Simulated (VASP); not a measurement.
The system is Ni.

```
Ni
1.0
     0.00000    1.75931    1.75931
     1.75931    0.00000    1.75931
     1.75931    1.75931    0.00000
Ni
1
Cartesian
  0.0000 0.0000 0.0000
```

Base run:

```yaml
Program: VASP 6.6.1
Functional: PBE
Potentials_or_basis: VASP PAW PBE potentials, release 64 (Ni)
Cutoff: 520 eV
k_mesh: 22 × 22 × 22
Occupations: gaussian, width 0.05 eV
Spin: collinear spin, ferromagnetic start
Starting_moments: "[0.76] μB"
```

Its results: pressure 0.0 GPa.

The run is repeated on the same cell with these changes: spin from collinear spin, ferromagnetic start to no spin polarisation; further incar settings from ALGO = Normal; EDIFF = 1e-06; NBANDS = 15 to ALGO = Fast; EDIFF = 1e-06; NBANDS = 11. What comes out?

Pressure -1.1 GPa.
